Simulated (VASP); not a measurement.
# TlO2 (Fd-3m) in VASP: further runs

The runs below take TlO2 through single point, relaxation of cell and atoms, with PBE.

Program: VASP 6.6.1. These are calculated values, not measurements. Logs are shortened: lines on timing, memory, paths and dates and some standing lists are left out, and cuts for length are marked.

## Step 1: The cell of the first run

It takes space group Fd-3m (No. 227, cubic). Conventional cell: a = 6.914 Å, b = 6.914 Å, c = 6.914 Å, α = 90.00°, β = 90.00°, γ = 90.00°. Within 3.8 Å of Tl (site symmetry -43m) lie 12 O at 2.87 Å and 4 Tl at 2.99 Å. Within 3.2 Å of O (site symmetry -3m) lie 6 O at 2.44 Å and 6 Tl at 2.87 Å.

## Step 2: Single point, PBE

INCAR reads:

```
PREC = Accurate
ENCUT = 520
EDIFF = 1E-7
ISMEAR = 0
SIGMA = 0.1
LREAL = F
LASPH = T
NELM = 60
ALGO = Normal
ISIF = 2
LWAVE = F
LCHARG = T
GGA = PE
LELF = T
LVHAR = T
NBANDS = 34
```

KPOINTS reads:

```
regular mesh
0
Gamma
  4 4 4
```

POSCAR reads:

```
TlO2
1.0
    0.0000000000      3.4569019666      3.4569019666
    3.4569019666      0.0000000000      3.4569019666
    3.4569019666      3.4569019666      0.0000000000
Tl O
2 4
Direct
    0.0000000000      0.0000000000      0.0000000000
    0.2500000000      0.2500000000      0.2500000000
    0.6250000000      0.6250000000      0.6250000000
    0.1250000000      0.6250000000      0.6250000000
    0.6250000000      0.6250000000      0.1250000000
    0.6250000000      0.1250000000      0.6250000000
```

Potentials or basis: VASP PAW PBE potentials, release 64 (Tl_d, O).

The run is started by

```bash
$ cat potpaw_PBE.64/Tl_d/POTCAR potpaw_PBE.64/O/POTCAR > POTCAR
$ mpirun -np 1 vasp_std > vasp.out
```

OUTCAR:

```text
PREC = Accurate
   ENCUT = 520
   EDIFF = 1E-7
   ISMEAR = 0
   LREAL = F
   LASPH = T
   NELM = 60
   ISIF = 2
   GGA = PE

 ion  position               nearest neighbor table
   1  0.000  0.000  0.000-   3 2.87   5 2.87   6 2.87   3 2.87   4 2.87   5 2.87   3 2.87   4 2.87
                             6 2.87   4 2.87   5 2.87   6 2.87   2 2.99   2 2.99   2 2.99   2 2.99
   2  0.250  0.250  0.250-   4 2.87   5 2.87   6 2.87   3 2.87   4 2.87   6 2.87   3 2.87   4 2.87
                             5 2.87   3 2.87   5 2.87   6 2.87   1 2.99   1 2.99   1 2.99   1 2.99
   3  0.625  0.625  0.625-   2 2.87   2 2.87   2 2.87   1 2.87   1 2.87   1 2.87
   4  0.125  0.625  0.625-   2 2.87   2 2.87   1 2.87   2 2.87   1 2.87   1 2.87
   5  0.625  0.625  0.125-   2 2.87   2 2.87   1 2.87   2 2.87   1 2.87   1 2.87
   6  0.625  0.125  0.625-   2 2.87   2 2.87   1 2.87   2 2.87   1 2.87   1 2.87

  LATTYP: Found a face centered cubic cell.
 ALAT       =     6.9138039332

  Lattice vectors:

 A1 = (   0.0000000000,   3.4569019666,   3.4569019666)
 A2 = (   3.4569019666,   0.0000000000,   3.4569019666)
 A3 = (   3.4569019666,   3.4569019666,   0.0000000000)

Analysis of symmetry for initial positions (statically):
=====================================================================
 Subroutine PRICEL returns:
 Original cell was already a primitive cell.

 Routine SETGRP: Setting up the symmetry group for a
 face centered cubic supercell.

 Subroutine GETGRP returns: Found 48 space group operations
 (whereof 24 operations were pure point group operations)
 out of a pool of 48 trial point group operations.

The static configuration has the point symmetry T_d .
 The point group associated with its full space group is O_h .

Analysis of symmetry for dynamics (positions and initial velocities):
=====================================================================
 Subroutine PRICEL returns:
 Original cell was already a primitive cell.

 Routine SETGRP: Setting up the symmetry group for a
 face centered cubic supercell.

 Subroutine GETGRP returns: Found 48 space group operations
 (whereof 24 operations were pure point group operations)
 out of a pool of 48 trial point group operations.

The dynamic configuration has the point symmetry T_d .
 The point group associated with its full space group is O_h .

 Subroutine INISYM returns: Found 48 space group operations
 (whereof 24 operations are pure point group operations),
 and found     1 'primitive' translations

----------------------------------------------------------------------------------------

                                     Primitive cell

  volume of cell :      82.6211

  direct lattice vectors                    reciprocal lattice vectors
     0.000000000  3.456901967  3.456901967    -0.144638177  0.144638177  0.144638177
     3.456901967  0.000000000  3.456901967     0.144638177 -0.144638177  0.144638177
     3.456901967  3.456901967  0.000000000     0.144638177  0.144638177 -0.144638177

  length of vectors
     4.888797645  4.888797645  4.888797645     0.250520672  0.250520672  0.250520672

  position of ions in fractional coordinates (direct lattice)
     0.000000000  0.000000000  0.000000000
     0.250000000  0.250000000  0.250000000
     0.625000000  0.625000000  0.625000000
     0.125000000  0.625000000  0.625000000
     0.625000000  0.625000000  0.125000000
     0.625000000  0.125000000  0.625000000

  ion indices of the primitive-cell ions
   primitive index   ion index
                 1           1
                 2           2
                 3           3
                 4           4
                 5           5
                 6           6

----------------------------------------------------------------------------------------

 KPOINTS: regular mesh

Automatic generation of k-mesh.
 Grid dimensions read from file:
 generate k-points for:    4    4    4

 Generating k-lattice:

  Cartesian coordinates                     Fractional coordinates (reciprocal lattice)
    -0.036159544  0.036159544  0.036159544     0.250000000  0.000000000  0.000000000
     0.036159544 -0.036159544  0.036159544     0.000000000  0.250000000  0.000000000
     0.036159544  0.036159544 -0.036159544     0.000000000  0.000000000  0.250000000

  Length of vectors
     0.062630168  0.062630168  0.062630168

  Shift w.r.t. Gamma in fractional coordinates (k-lattice)
     0.000000000  0.000000000  0.000000000

 Subroutine IBZKPT returns following result:
 ===========================================

 Found      8 irreducible k-points:

 Following reciprocal coordinates:
            Coordinates               Weight
  0.000000  0.000000  0.000000      1.000000
  0.250000  0.000000  0.000000      8.000000
  0.500000  0.000000  0.000000      4.000000
  0.250000  0.250000  0.000000      6.000000
  0.500000  0.250000  0.000000     24.000000
 -0.250000  0.250000  0.000000     12.000000
  0.500000  0.500000  0.000000      3.000000
 -0.250000  0.500000  0.250000      6.000000
   k-points           NKPTS =      8   k-points in BZ     NKDIM =      8   number of bands    NBANDS=     34
   number of dos      NEDOS =    301   number of ions     NIONS =      6
   total plane-waves  NPLWV =  46656
   dimension x,y,z NGX =    36 NGY =   36 NGZ =   36
   dimension x,y,z NGXF=    72 NGYF=   72 NGZF=   72
   ions per type =               2   4
   NGX,Y,Z   is equivalent  to a cutoff of  12.24, 12.24, 12.24 a.u.
   NGXF,Y,Z  is equivalent  to a cutoff of  24.48, 24.48, 24.48 a.u.
 SYSTEM =  unknown system
   PREC   = accura    normal or accurate (medium, high low for compatibility)
   ISTART =      0    job   : 0-new  1-cont  2-samecut
   ICHARG =      2    charge: 1-file 2-atom 10-const
   ISPIN  =      1    spin polarized calculation?
   LNONCOLLINEAR =      F non collinear calculations
   LSORBIT =      F    spin-orbit coupling
   LASPH  =      T    aspherical Exc in radial PAW
   ENCUT  =  520.0 eV  38.22 Ry    6.18 a.u.   9.09  9.09  9.09*2*pi/ulx,y,z
   NELM   =     60;   NELMIN=  2; NELMDL= -5     # of ELM steps
   EDIFF  = 0.1E-06   stopping-criterion for ELM
   LREAL  =      F    real-space projection
   EDIFFG = 0.1E-05   stopping-criterion for IOM
   NSW    =      0    number of steps for IOM
   IBRION =     -1    ionic relax: 0-MD 1-quasi-New 2-CG
   NFREE  =      0    steps in history (QN), initial steepest desc. (CG)
   ISIF   =      2    stress and relaxation
   ISYM   =      2    0-nonsym 1-usesym 2-fastsym
   POTIM  = 0.5000    time-step for ionic-motion
   TEBEG  =    0.0;   TEEND  =   0.0 temperature during run
   PSTRESS=    0.0 pullay stress
   NELECT =      50.0000    total number of electrons
   NUPDOWN=      -1.0000    fix difference up-down
   EMIN   =  10.00;   EMAX   =-10.00  energy-range for DOS
   EFERMI =   0.00;   METHOD = LEGACY
   ISMEAR =     0;   SIGMA  =   0.10  broadening in eV -4-tet -1-fermi 0-gaus
   EFERMI_NEDOS =   21; number of points for ismear=-14 and -15
   IALGO  =     38    algorithm
   IMIX   =      4    mixing-type and parameters
     AMIX     =   0.40;   BMIX     =  1.00
     AMIX_MAG =   1.60;   BMIX_MAG =  1.00
  volume/ion in A,a.u.               =      13.77        92.93
  Fermi-wavevector in a.u.,A,eV,Ry     =   1.384739  2.616776 26.089181  1.917501
  Thomas-Fermi vector in A             =   2.509214
   LORBIT       =      0    0 simple, 1 ext, 2 COOP (PROOUT), +10 PAW based schemes
   GGA     = PE    functional components
   LHFCALC =     F    Hartree Fock is set to
   AEXX    =    0.0000 exact exchange contribution
   IVDW    =     0    specifies the selected vdW correction
   LEPSILON=     F    determine dielectric tensor
   LRPA    =     F    only Hartree local field effects (RPA)
 non-spin polarized calculation
 Gauss-broadening in eV      SIGMA  =   0.10
  energy-cutoff  :      520.00
  volume of cell :       82.62
 maximum number of plane-waves:      2252
   NGX = 19   NGY = 19   NGZ = 19

 number of electron      49.9999992 magnetization

 Free energy of the ion-electron system (eV)
  ---------------------------------------------------
  ext. energy  EPLUGINS =         0.00000000
  ---------------------------------------------------
  free energy    TOTEN  =       -18.41172873 eV

  energy without entropy =      -18.35775384  energy(sigma->0) =      -18.38474128

 E-fermi :   4.2891     XC(G=0): -11.1971

 val. band max:        4.2676334182   @ k =  -0.2500   0.5000   0.2500
 cond. band min:       4.3300628809   @ k =   0.5000   0.0000   0.0000
 fundamental gap:      0.0624294627
 Fermi energy:         4.2890694957

 k-point     1 :       0.0000    0.0000    0.0000
  band No.  band energies     occupation
      1     -13.7775      2.00000
      2     -11.6035      2.00000
      3     -11.6035      2.00000
      4     -11.6035      2.00000
      5      -6.1214      2.00000
      6      -6.1214      2.00000
[... 26 lines left out ...]
     33      14.2363      0.00000
     34      14.2363      0.00000

 k-point     2 :       0.2500    0.0000    0.0000
  band No.  band energies     occupation
      1     -13.5604      2.00000
      2     -11.8931      2.00000
      3     -11.6216      2.00000
      4     -11.6216      2.00000
      5      -6.1287      2.00000
      6      -6.1287      2.00000
[... 26 lines left out ...]
     33      14.1356      0.00000
     34      14.1356      0.00000

 k-point     3 :       0.5000    0.0000    0.0000
  band No.  band energies     occupation
      1     -13.2319      2.00000
      2     -12.2939      2.00000
      3     -11.6394      2.00000
      4     -11.6394      2.00000
      5      -6.2029      2.00000
      6      -6.2029      2.00000
[... 26 lines left out ...]
     33      14.0517      0.00000
     34      16.2428      0.00000
[... 112 lines left out ...]
 k-point     7 :       0.5000    0.5000    0.0000
  band No.  band energies     occupation
      1     -12.7773      2.00000
      2     -12.7773      2.00000
      3     -11.6363      2.00000
      4     -11.6363      2.00000
      5      -6.1989      2.00000
      6      -6.1989      2.00000
[... 26 lines left out ...]
     33      14.5543      0.00000
     34      14.5543      0.00000

 k-point     8 :      -0.2500    0.5000    0.2500
  band No.  band energies     occupation
      1     -12.7650      2.00000
      2     -12.7650      2.00000
      3     -11.6569      2.00000
      4     -11.6569      2.00000
      5      -6.1962      2.00000
      6      -6.1962      2.00000
[... 26 lines left out ...]
     33      15.1011      0.00000
     34      15.1011      0.00000

------------------------ aborting loop because EDIFF is reached ----------------------------------------

  FORCE on cell =-STRESS in cart. coord.  units (eV):
  Direction    XX          YY          ZZ          XY          YZ          ZX
  --------------------------------------------------------------------------------------
  -------------------------------------------------------------------------------------
  Total       -0.0748779     -0.0748779     -0.0748779      0.0000000     -0.0000000      0.0000000
  in kB       -1.4520223     -1.4520223     -1.4520223      0.0000000     -0.0000000      0.0000000
  external PRESSURE =      -1.4520223 kB  Pullay stress =       0.0000000 kB

 VOLUME and BASIS-vectors are now :
 -----------------------------------------------------------------------------
  energy-cutoff  :      520.00
  volume of cell :       82.62
      direct lattice vectors                 reciprocal lattice vectors
     0.000000000  3.456901967  3.456901967    -0.144638177  0.144638177  0.144638177
     3.456901967  0.000000000  3.456901967     0.144638177 -0.144638177  0.144638177
     3.456901967  3.456901967  0.000000000     0.144638177  0.144638177 -0.144638177

 POSITION                                       TOTAL-FORCE (eV/Angst)
 -----------------------------------------------------------------------------------
      0.00000      0.00000      0.00000         0.000000      0.000000      0.000000
      1.72845      1.72845      1.72845        -0.000000     -0.000000     -0.000000
      4.32113      4.32113      4.32113         0.000000      0.000000     -0.000000
      4.32113      2.59268      2.59268         0.000000      0.000000     -0.000000
      2.59268      2.59268      4.32113         0.000000      0.000000     -0.000000
      2.59268      4.32113      2.59268         0.000000      0.000000     -0.000000
 -----------------------------------------------------------------------------------
    total drift:                                0.000000     -0.000000      0.000000

  FREE ENERGIE OF THE ION-ELECTRON SYSTEM (eV)
  ---------------------------------------------------
  free  energy   TOTEN  =       -18.4117287268 eV

  energy  without entropy=      -18.3577538399  energy(sigma->0) =      -18.38474128
```

It took 48 s on 1 thread of Intel Xeon 8259CL, shared host; peak memory 0.2 GiB.

What came out:

| Quantity | Value |
| --- | --- |
| Free energy | -18.4117 eV |
| Pressure | -0.1 GPa |
| Band gap on the k mesh | zero (band 25 reaches 4.90 eV, above the bottom of band 26 at 4.26 eV) |

Caveat: the k points lie up to 0.39 Å⁻¹ apart; spin-orbit coupling is left out, which moves the levels of the heavy elements.

## Step 3: Relaxation of cell and atoms, PBE

This run uses another cell than the first one, of 14.86 Å³/atom, 1.079 times its volume.

INCAR reads:

```
SYSTEM = TlO2
ALGO = Normal
EDIFF = 1E-7
EDIFFG = -0.04
ENCUT = 600
GGA = PE
IBRION = 2
ISIF = 3
ISMEAR = 0
LASPH = .True.
LCHARG = .False.
LREAL = .False.
LWAVE = .False.
NELM = 80
NSW = 90
PREC = Accurate
SIGMA = 0.1
```

KPOINTS reads:

```
k-points
0
Gamma
  4 4 4
  0 0 0
```

POSCAR: that of step 2 with these lines changed.

```diff
@@ -2,5 +2,5 @@
 1.0
-    0.0000000000      3.4569019666      3.4569019666
-    3.4569019666      0.0000000000      3.4569019666
-    3.4569019666      3.4569019666      0.0000000000
+    0.0000000000      3.5454740162      3.5454740162
+    3.5454740162      0.0000000000      3.5454740162
+    3.5454740162      3.5454740162      0.0000000000
 Tl O
```

Potentials or basis: VASP PAW PBE potentials, release 64 (Tl_d, O).

The run is started by

```bash
$ cat potpaw_PBE.64/Tl_d/POTCAR potpaw_PBE.64/O/POTCAR > POTCAR
$ mpirun -np 1 vasp_std > vasp.out
```

It took 2 min on 1 thread of Intel Xeon 8259CL, shared host; peak memory 0.26 GiB.

It converged, with:

```yaml
Free_energy: -18.4243 eV
Relaxed_volume: 13.74 Å³/atom
Relaxed_cell: a = 4.885 Å, b = 4.885 Å, c = 4.885 Å, α = 60.00°, β = 60.00°, γ = 60.00°
Space_group_after_relaxing_to_0.05_Å: Fd-3m (No. 227)
Energy_gained_by_relaxing: 16.1 meV/atom
Ionic_steps: 3
Pressure_after_relaxing: -0.1 GPa
Band_gap_on_the_k_mesh: zero (band 25 reaches 4.93 eV, above the bottom of band 26 at 4.29 eV)
```

The path:
```csv
step,energy change (eV),largest force (eV/Å),pressure (GPa),volume (Å³)
1,0.0000,0.0000,-4.20,89.14
2,-0.0884,0.0000,-1.37,84.20
3,-0.0966,0.0000,-0.07,82.42
```

Final structure:
```cif
data_structure
_symmetry_space_group_name_H-M 'P 1'
_symmetry_Int_Tables_number 1
_cell_length_a 4.8848
_cell_length_b 4.8848
_cell_length_c 4.8848
_cell_angle_alpha 60.000
_cell_angle_beta 60.000
_cell_angle_gamma 60.000
_cell_volume 82.42
loop_
_atom_site_label
_atom_site_type_symbol
_atom_site_fract_x
_atom_site_fract_y
_atom_site_fract_z
_atom_site_occupancy
Tl1 Tl 0.00000 0.00000 0.00000 1
Tl2 Tl 0.25000 0.25000 0.25000 1
O1 O 0.62500 0.62500 0.62500 1
O2 O 0.12500 0.62500 0.62500 1
O3 O 0.62500 0.62500 0.12500 1
O4 O 0.62500 0.12500 0.62500 1
```

Levels at points of the mesh, in eV from the Fermi level:
```csv
k point,band 22,band 23,band 24,band 25,band 26,band 27
"(0.00, 0.00, 0.00)",0.04,0.04,0.04,0.61,0.61,0.61
"(0.50, 0.00, 0.00)",-1.27,-1.27,-1.22,0.04,0.06,0.58
"(0.50, 0.50, 0.00)",-1.25,-1.18,-1.18,0.08,0.08,0.48
```

Caveat: the k points lie up to 0.39 Å⁻¹ apart in the final cell; spin-orbit coupling is left out, which moves the levels of the heavy elements.
